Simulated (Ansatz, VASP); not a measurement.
Two plane-wave programs on As

```
As
1.0
     6.22242    0.00000    0.00000
     0.00000    5.25033    0.00000
     0.00000    0.00000    5.24252
As
6
Direct
  0.30644 0.00054 0.98446
  0.30644 0.49946 0.48446
  0.69356 0.50054 0.48446
  0.69356 0.99946 0.98446
  0.50000 0.00000 0.54871
  0.50000 0.50000 0.04871
```

Alike in both runs: functional PBE; k mesh 4 × 4 × 4; occupations gaussian, width 0.1 eV; no spin polarisation.

Ansatz relaxed the structure, and its values are those at the end. VASP's run is a single point on that final structure, the one shown.

|  | VASP | Ansatz |
| --- | --- | --- |
| version | VASP 6.6.1 | Ansatz 0.2.0 |
| potentials or method | VASP PAW PBE potentials, release 64 (As_d), cutoff 600 eV | scalar-relativistic, plane waves, PAW |
| valence electrons in the cell | 90 | 90 |

Ansatz gave:

- gap on the k mesh at the Fermi level (eV): none
- pressure (GPa): -0.2
- rms of the force components (eV/Å): 0.003

Q: What did VASP give for the same quantities?

A: gap on the k mesh at the Fermi level (eV): none; pressure (GPa): -0.1; rms of the force components (eV/Å): 0.007.

A gap of «none» marks a metal or a gap that the smearing closes. The functional is the same, so the differences come from potentials, cutoffs and numerics.
